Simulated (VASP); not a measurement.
Lu:

```
Lu
1.0
    -1.94642    1.94642    1.94642
     1.94642   -1.94642    1.94642
     1.94642    1.94642   -1.94642
Lu
1
Direct
  0.00000 0.00000 0.00000
```

* Program: VASP 6.6.1
* Task: relaxation of cell and atoms
* Functional: RPBE
* Potentials or basis: VASP PAW PBE potentials, release 64 (Lu)
* Cutoff: 600 eV
* k mesh: 11 × 11 × 11
* Occupations: fermi-dirac, width 0.1 eV
* Spin: no spin polarisation

At the start: pressure 2.7 GPa; volume 29.50 Å³/atom.

Question: Where does the relaxation end?

Answer: Over 3 steps the energy falls by 13.2 meV/atom and the volume is 31.19 Å³/atom (+5.7 %); space group Im-3m (No. 229, to 0.05 Å).

Step by step:
```csv
step,energy change (eV),largest force (eV/Å),pressure (GPa),volume (Å³)
1,0.0000,0.0000,2.71,29.50
2,-0.0124,0.0000,-0.55,31.68
3,-0.0132,0.0000,-0.01,31.19
```

Final structure:
```cif
data_structure
_symmetry_space_group_name_H-M 'P 1'
_symmetry_Int_Tables_number 1
_cell_length_a 3.4347
_cell_length_b 3.4347
_cell_length_c 3.4347
_cell_angle_alpha 109.471
_cell_angle_beta 109.471
_cell_angle_gamma 109.471
_cell_volume 31.19
loop_
_atom_site_label
_atom_site_type_symbol
_atom_site_fract_x
_atom_site_fract_y
_atom_site_fract_z
_atom_site_occupancy
Lu1 Lu 0.00000 0.00000 0.00000 1
```

Caveat: the PAW data sets were made with another functional, which shifts forces and pressure a little.
